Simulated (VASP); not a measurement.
# HfH5 (F-43m) in VASP: further runs

HfH5 is run at these levels: PBE; tasks: single point, relaxation of cell and atoms.

Program: VASP 6.6.1. These are calculated values, not measurements. Logs are shortened: lines on timing, memory, paths and dates and some standing lists are left out, and cuts for length are marked.

## (1) The cell of the first run

Symmetry: F-43m, No. 216, cubic system. Conventional cell: a = 5.136 Å, b = 5.136 Å, c = 5.136 Å, α = 90.00°, β = 90.00°, γ = 90.00°. Within 2.8 Å of Hf (site symmetry -43m) lie 16 H at 2.13 to 2.22 Å. Within 2.4 Å of H (site symmetry 3m) lie 9 H at 1.80 to 2.13 Å and 3 Hf at 2.13 Å. Within 2.8 Å of H (site symmetry -43m) lie 12 H at 2.13 Å and 4 Hf at 2.22 Å.

The cell was generated, and may not be a known phase.

## (2) Single point, PBE

Contents of INCAR:

```
PREC     = Accurate       # precision mode
ENCUT    = 520            # plane-wave cutoff, eV
EDIFF    = 1E-7           # SCF threshold, eV
ISMEAR   = 0              # smearing method
SIGMA    = 0.1            # smearing width, eV
LREAL    = False          # projectors in reciprocal space
LASPH    = True           # aspherical terms in the spheres
NELM     = 80             # most SCF steps
ALGO     = Normal         # electronic algorithm
ISIF     = 2              # what is computed and relaxed
LWAVE    = False          # write WAVECAR
LCHARG   = True           # write CHGCAR
GGA      = PE             # functional
LELF     = True           # ELF
LVHAR    = True         
NBANDS   = 16             # bands
```

Contents of KPOINTS:

```
Automatic mesh
0
Gamma
  12 12 12
```

Contents of POSCAR:

```
HfH5
1.0
    0.0000000000      2.5681232662      2.5681232662
    2.5681232662      0.0000000000      2.5681232662
    2.5681232662      2.5681232662      0.0000000000
Hf H
1 5
Direct
    0.0000000000      0.0000000000      0.0000000000
    0.3761178194      0.3761178194      0.8716465419
    0.3761178194      0.8716465419      0.3761178194
    0.8716465419      0.3761178194      0.3761178194
    0.3761178194      0.3761178194      0.3761178194
    0.7500000000      0.7500000000      0.7500000000
```

Potentials or basis: VASP PAW PBE potentials, release 64 (Hf_pv, H).

Started as:

```console
$ cat potpaw_PBE.64/Hf_pv/POTCAR potpaw_PBE.64/H/POTCAR > POTCAR
$ mpirun -np 1 vasp_std > vasp.out
```

OUTCAR:

```text
PREC = Accurate
   ENCUT = 520
   EDIFF = 1E-7
   ISMEAR = 0
   LREAL = False
   LASPH = True
   NELM = 80
   ISIF = 2
   GGA = PE

 ion  position               nearest neighbor table
   1  0.000  0.000  0.000-   3 2.13   4 2.13   2 2.13   4 2.13   2 2.13   3 2.13   5 2.13   5 2.13
                             5 2.13   2 2.13   3 2.13   4 2.13   6 2.22   6 2.22   6 2.22   6 2.22
   2  0.376  0.376  0.872-   1 2.13   1 2.13   1 2.13
   3  0.376  0.872  0.376-   1 2.13   1 2.13   1 2.13
   4  0.872  0.376  0.376-   1 2.13   1 2.13   1 2.13
   5  0.376  0.376  0.376-   1 2.13   1 2.13   1 2.13
   6  0.750  0.750  0.750-   1 2.22   1 2.22   1 2.22   1 2.22

  LATTYP: Found a face centered cubic cell.
 ALAT       =     5.1362465324

  Lattice vectors:

 A1 = (   0.0000000000,   2.5681232662,   2.5681232662)
 A2 = (   2.5681232662,   0.0000000000,   2.5681232662)
 A3 = (   2.5681232662,   2.5681232662,   0.0000000000)

Analysis of symmetry for initial positions (statically):
=====================================================================
 Subroutine PRICEL returns:
 Original cell was already a primitive cell.

 Routine SETGRP: Setting up the symmetry group for a
 face centered cubic supercell.

 Subroutine GETGRP returns: Found 24 space group operations
 (whereof 24 operations were pure point group operations)
 out of a pool of 48 trial point group operations.

The static configuration has the point symmetry T_d .

Analysis of symmetry for dynamics (positions and initial velocities):
=====================================================================
 Subroutine PRICEL returns:
 Original cell was already a primitive cell.

 Routine SETGRP: Setting up the symmetry group for a
 face centered cubic supercell.

 Subroutine GETGRP returns: Found 24 space group operations
 (whereof 24 operations were pure point group operations)
 out of a pool of 48 trial point group operations.

The dynamic configuration has the point symmetry T_d .

 Subroutine INISYM returns: Found 24 space group operations
 (whereof 24 operations are pure point group operations),
 and found     1 'primitive' translations

----------------------------------------------------------------------------------------

                                     Primitive cell

  volume of cell :      33.8749

  direct lattice vectors                    reciprocal lattice vectors
     0.000000000  2.568123266  2.568123266    -0.194694704  0.194694704  0.194694704
     2.568123266  0.000000000  2.568123266     0.194694704 -0.194694704  0.194694704
     2.568123266  2.568123266  0.000000000     0.194694704  0.194694704 -0.194694704

  length of vectors
     3.631874753  3.631874753  3.631874753     0.337221120  0.337221120  0.337221120

  position of ions in fractional coordinates (direct lattice)
     0.000000000  0.000000000  0.000000000
     0.376117819  0.376117819  0.871646542
     0.376117819  0.871646542  0.376117819
     0.871646542  0.376117819  0.376117819
     0.376117819  0.376117819  0.376117819
     0.750000000  0.750000000  0.750000000

  ion indices of the primitive-cell ions
   primitive index   ion index
                 1           1
                 2           2
                 3           3
                 4           4
                 5           5
                 6           6

----------------------------------------------------------------------------------------

 KPOINTS: Automatic mesh

Automatic generation of k-mesh.
 Grid dimensions read from file:
 generate k-points for:   12   12   12

 Generating k-lattice:

  Cartesian coordinates                     Fractional coordinates (reciprocal lattice)
    -0.016224559  0.016224559  0.016224559     0.083333333  0.000000000  0.000000000
     0.016224559 -0.016224559  0.016224559     0.000000000  0.083333333  0.000000000
     0.016224559  0.016224559 -0.016224559     0.000000000  0.000000000  0.083333333

  Length of vectors
     0.028101760  0.028101760  0.028101760

  Shift w.r.t. Gamma in fractional coordinates (k-lattice)
     0.000000000  0.000000000  0.000000000

 Subroutine IBZKPT returns following result:
 ===========================================

 Found     72 irreducible k-points:

 Following reciprocal coordinates:
            Coordinates               Weight
  0.000000  0.000000  0.000000      1.000000
  0.083333  0.000000  0.000000      8.000000
  0.166667  0.000000  0.000000      8.000000
  0.250000  0.000000  0.000000      8.000000
  0.333333  0.000000  0.000000      8.000000
  0.416667  0.000000  0.000000      8.000000
[... 16 lines left out ...]
  0.500000  0.166667  0.000000     24.000000
 -0.416667  0.166667  0.000000     24.000000
 [... further k-points ...]
   k-points           NKPTS =     72   k-points in BZ     NKDIM =     72   number of bands    NBANDS=     16
   number of dos      NEDOS =    301   number of ions     NIONS =      6
   total plane-waves  NPLWV =  21952
   dimension x,y,z NGX =    28 NGY =   28 NGZ =   28
   dimension x,y,z NGXF=    56 NGYF=   56 NGZF=   56
   ions per type =               1   5
   NGX,Y,Z   is equivalent  to a cutoff of  12.82, 12.82, 12.82 a.u.
   NGXF,Y,Z  is equivalent  to a cutoff of  25.63, 25.63, 25.63 a.u.
 SYSTEM =  unknown system
   PREC   = accura    normal or accurate (medium, high low for compatibility)
   ISTART =      0    job   : 0-new  1-cont  2-samecut
   ICHARG =      2    charge: 1-file 2-atom 10-const
   ISPIN  =      1    spin polarized calculation?
   LNONCOLLINEAR =      F non collinear calculations
   LSORBIT =      F    spin-orbit coupling
   LASPH  =      T    aspherical Exc in radial PAW
   ENCUT  =  520.0 eV  38.22 Ry    6.18 a.u.   6.75  6.75  6.75*2*pi/ulx,y,z
   NELM   =     80;   NELMIN=  2; NELMDL= -5     # of ELM steps
   EDIFF  = 0.1E-06   stopping-criterion for ELM
   LREAL  =      F    real-space projection
   EDIFFG = 0.1E-05   stopping-criterion for IOM
   NSW    =      0    number of steps for IOM
   IBRION =     -1    ionic relax: 0-MD 1-quasi-New 2-CG
   NFREE  =      0    steps in history (QN), initial steepest desc. (CG)
   ISIF   =      2    stress and relaxation
   ISYM   =      2    0-nonsym 1-usesym 2-fastsym
   POTIM  = 0.5000    time-step for ionic-motion
   TEBEG  =    0.0;   TEEND  =   0.0 temperature during run
   PSTRESS=    0.0 pullay stress
   NELECT =      15.0000    total number of electrons
   NUPDOWN=      -1.0000    fix difference up-down
   EMIN   =  10.00;   EMAX   =-10.00  energy-range for DOS
   EFERMI =   0.00;   METHOD = LEGACY
   ISMEAR =     0;   SIGMA  =   0.10  broadening in eV -4-tet -1-fermi 0-gaus
   EFERMI_NEDOS =   21; number of points for ismear=-14 and -15
   IALGO  =     38    algorithm
   IMIX   =      4    mixing-type and parameters
     AMIX     =   0.40;   BMIX     =  1.00
     AMIX_MAG =   1.60;   BMIX_MAG =  1.00
  volume/ion in A,a.u.               =       5.65        38.10
  Fermi-wavevector in a.u.,A,eV,Ry     =   1.247803  2.358006 21.184442  1.557013
  Thomas-Fermi vector in A             =   2.381919
   LORBIT       =      0    0 simple, 1 ext, 2 COOP (PROOUT), +10 PAW based schemes
   GGA     = PE    functional components
   LHFCALC =     F    Hartree Fock is set to
   AEXX    =    0.0000 exact exchange contribution
   IVDW    =     0    specifies the selected vdW correction
   LEPSILON=     F    determine dielectric tensor
   LRPA    =     F    only Hartree local field effects (RPA)
 non-spin polarized calculation
 Gauss-broadening in eV      SIGMA  =   0.10
  energy-cutoff  :      520.00
  volume of cell :       33.87
 maximum number of plane-waves:       941
   NGX = 13   NGY = 13   NGZ = 13

 number of electron      15.0000000 magnetization

 Free energy of the ion-electron system (eV)
  ---------------------------------------------------
  ext. energy  EPLUGINS =         0.00000000
  ---------------------------------------------------
  free energy    TOTEN  =       -25.64851663 eV

  energy without entropy =      -25.64063842  energy(sigma->0) =      -25.64457753

 E-fermi :   4.1753     XC(G=0): -11.5244

 val. band max:        4.1743482474   @ k =   0.5000   0.0833   0.0000
 cond. band min:       4.1784240314   @ k =  -0.0833   0.0833   0.0000
 fundamental gap:      0.0040757840
 Fermi energy:         4.1753033567

 k-point     1 :       0.0000    0.0000    0.0000
  band No.  band energies     occupation
      1     -26.4940      2.00000
      2     -26.4940      2.00000
      3     -26.4940      2.00000
      4      -7.9690      2.00000
      5       2.5925      2.00000
      6       2.5925      2.00000
[... 8 lines left out ...]
     15      16.8939      0.00000
     16      19.9564      0.00000

 k-point     2 :       0.0833    0.0000    0.0000
  band No.  band energies     occupation
      1     -26.5128      2.00000
      2     -26.4962      2.00000
      3     -26.4962      2.00000
      4      -7.8192      2.00000
      5       1.8202      2.00000
      6       2.5916      2.00000
[... 8 lines left out ...]
     15      16.8899      0.00000
     16      18.3133      0.00000

 k-point     3 :       0.1667    0.0000    0.0000
  band No.  band energies     occupation
      1     -26.5639      2.00000
      2     -26.5022      2.00000
      3     -26.5022      2.00000
      4      -7.3835      2.00000
      5       0.6792      2.00000
      6       2.5207      2.00000
[... 8 lines left out ...]
     15      16.5258      0.00000
     16      16.9370      0.00000
[... 362 lines left out ...]
 k-point    23 :       0.5000    0.1667    0.0000
  band No.  band energies     occupation
      1     -26.7372      2.00000
      2     -26.5669      2.00000
      3     -26.5420      2.00000
      4      -4.1555      2.00000
      5      -2.7171      2.00000
      6       0.1918      2.00000
[... 8 lines left out ...]
     15      15.8716      0.00000
     16      16.8961      0.00000

 k-point    24 :      -0.4167    0.1667    0.0000
  band No.  band energies     occupation
      1     -26.7395      2.00000
      2     -26.5759      2.00000
      3     -26.5363      2.00000
      4      -3.8660      2.00000
      5      -2.9750      2.00000
      6       0.1172      2.00000
[... 8 lines left out ...]
     15      16.2766      0.00000
     16      16.8833      0.00000

 [... further k-points ...]

------------------------ aborting loop because EDIFF is reached ----------------------------------------

  FORCE on cell =-STRESS in cart. coord.  units (eV):
  Direction    XX          YY          ZZ          XY          YZ          ZX
  --------------------------------------------------------------------------------------
  -------------------------------------------------------------------------------------
  Total       -0.2125903     -0.2125903     -0.2125903      0.0000000      0.0000000      0.0000000
  in kB      -10.0548673    -10.0548673    -10.0548673      0.0000000      0.0000000      0.0000000
  external PRESSURE =     -10.0548673 kB  Pullay stress =       0.0000000 kB

 VOLUME and BASIS-vectors are now :
 -----------------------------------------------------------------------------
  energy-cutoff  :      520.00
  volume of cell :       33.87
      direct lattice vectors                 reciprocal lattice vectors
     0.000000000  2.568123266  2.568123266    -0.194694704  0.194694704  0.194694704
     2.568123266  0.000000000  2.568123266     0.194694704 -0.194694704  0.194694704
     2.568123266  2.568123266  0.000000000     0.194694704  0.194694704 -0.194694704

 POSITION                                       TOTAL-FORCE (eV/Angst)
 -----------------------------------------------------------------------------------
      0.00000      0.00000      0.00000         0.000000      0.000000      0.000000
      3.20441      3.20441      1.93183        -0.000348     -0.000348      0.000348
      3.20441      1.93183      3.20441        -0.000348      0.000348     -0.000348
      1.93183      3.20441      3.20441         0.000348     -0.000348     -0.000348
      1.93183      1.93183      1.93183         0.000348      0.000348      0.000348
      3.85218      3.85218      3.85218         0.000000      0.000000      0.000000
 -----------------------------------------------------------------------------------
    total drift:                               -0.000000     -0.000000     -0.000000

  FREE ENERGIE OF THE ION-ELECTRON SYSTEM (eV)
  ---------------------------------------------------
  free  energy   TOTEN  =       -25.6485166285 eV

  energy  without entropy=      -25.6406384227  energy(sigma->0) =      -25.64457753
```

Run time: 45 s. Hardware: 1 thread of AMD EPYC 7R13 (Zen 3), shared host; peak memory 0.15 GiB.

What came out:

```
Free energy            : -25.6485 eV
Pressure               : -1.0 GPa
Band gap on the k mesh : zero (an odd number of electrons rules out a gap without spin polarisation)
```

Caveat: spin-orbit coupling is left out, which moves the levels of the heavy elements; an odd number of electrons without spin polarisation forces a metal; a magnetic or distorted state may lie lower.

[end of part 1 of 2]

The gap in the log of VASP goes by the Fermi energy; the results here count the filled bands.